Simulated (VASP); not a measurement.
Wanted: the native input for a VASP 6.6.1 run.

```
Task                   : single point
Functional             : r2SCAN
Potentials or basis    : VASP PAW PBE potentials, release 64 (Ga_d, N)
Cutoff                 : 520 eV
k mesh                 : 12 × 12 × 12
Occupations            : gaussian, width 0.02 eV
Spin                   : no spin polarisation
Dipole correction      : no
Further INCAR settings : ALGO = Normal; EDIFF = 1e-06; NBANDS = 16
```

Crystal: GaN.

```
Ga N
1.0
     0.00000    2.13524    2.13524
     2.13524    0.00000    2.13524
     2.13524    2.13524    0.00000
Ga N
1 1
Direct
  0.00000 0.00000 0.00000
  0.51054 0.51054 0.48946
```

This cell differs from its parent crystal: one atom moved.

One way to write it, as run:

POSCAR

```
GaN
1.0
    0.0000000000      2.1352350000      2.1352350000
    2.1352350000      0.0000000000      2.1352350000
    2.1352350000      2.1352350000      0.0000000000
Ga N
1 1
Direct
    0.0000000000      0.0000000000      0.0000000000
    0.5105374818      0.5105374818      0.4894625182
```

INCAR.step1

```
SYSTEM = GaN
PREC = Accurate
ENCUT = 520
ISMEAR = 0
SIGMA = 0.02
LREAL = .FALSE.
LASPH = .TRUE.
NELM = 60
NBANDS = 16
GGA = PE
ALGO = Normal
EDIFF = 1E-4
LWAVE = .TRUE.
LCHARG = .FALSE.
```

INCAR.step2

```
SYSTEM = GaN
PREC = Accurate
ENCUT = 520
EDIFF = 1E-6
ISMEAR = 0
SIGMA = 0.02
LREAL = .FALSE.
LASPH = .TRUE.
NELM = 60
ALGO = Normal
ISIF = 2
LWAVE = .FALSE.
LCHARG = .FALSE.
METAGGA = R2SCAN
LMIXTAU = .TRUE.
NBANDS = 16
ISTART = 1
```

KPOINTS

```
Automatic mesh
0
G
  12 12 12
  0 0 0
```

Potentials or basis: VASP PAW PBE potentials, release 64 (Ga_d, N).

Command:

```sh
$ cat potpaw_PBE.64/Ga_d/POTCAR potpaw_PBE.64/N/POTCAR > POTCAR
$ cp INCAR.step1 INCAR
$ mpirun -np 1 vasp_std > vasp.out
$ cp INCAR.step2 INCAR
$ mpirun -np 1 vasp_std > vasp.out
```

Results of the run:

```yaml
Pressure: -7.2 GPa
Largest_force: 0.087 eV/Å
Band_gap_on_the_k_mesh: 0.89 eV, indirect (least direct gap 2.91 eV)
```

Caveat: the cell differs from its parent crystal (one atom moved); the PAW data sets were made with another functional, which shifts forces and pressure a little.

It took 2.4 min on 1 thread of Intel Xeon 8259CL, on a shared host, peak memory 0.18 GiB.
